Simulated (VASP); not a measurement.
A run of VASP 6.6.1 is set up as follows.

INCAR

```
  PREC = Accurate
  ENCUT = 520
  EDIFF = 1E-6
  ISMEAR = 0
  SIGMA = 0.15
  LREAL = False
  LASPH = True
  NELM = 100
  ALGO = Normal
  ISIF = 2
  LWAVE = False
  LCHARG = False
  GGA = PE
  NBANDS = 16
```

KPOINTS

```
regular mesh
0
Gamma
  18 18 10
```

POSCAR

```
Ir
1.0
    2.5555000000      0.0000000000      0.0000000000
   -1.2777500000      2.2131279194      0.0000000000
    0.0000000000      0.0000000000      4.5272000000
Ir
2
Direct
    0.6666666667      0.3333333333      0.7500000000
    0.3333333333      0.6666666667      0.2500000000
```

Potentials or basis: VASP PAW PBE potentials, release 64 (Ir).

The run is started by

```bash
$ cat potpaw_PBE.64/Ir/POTCAR > POTCAR
$ mpirun -np 1 vasp_std > vasp.out
```

Task: What does it give for the band gap on the k mesh?

Result: Zero (band 9 reaches 14.13 eV, above the bottom of band 10 at 9.78 eV).

Task: What does it give for the pressure?

Result: 67.2 GPa.

Stress tensor (GPa, compression positive):
```
85.50  0.00  0.00
 0.00 85.50  0.00
 0.00  0.00 30.47
```

Caveat: spin-orbit coupling is left out, which moves the levels of the heavy elements.
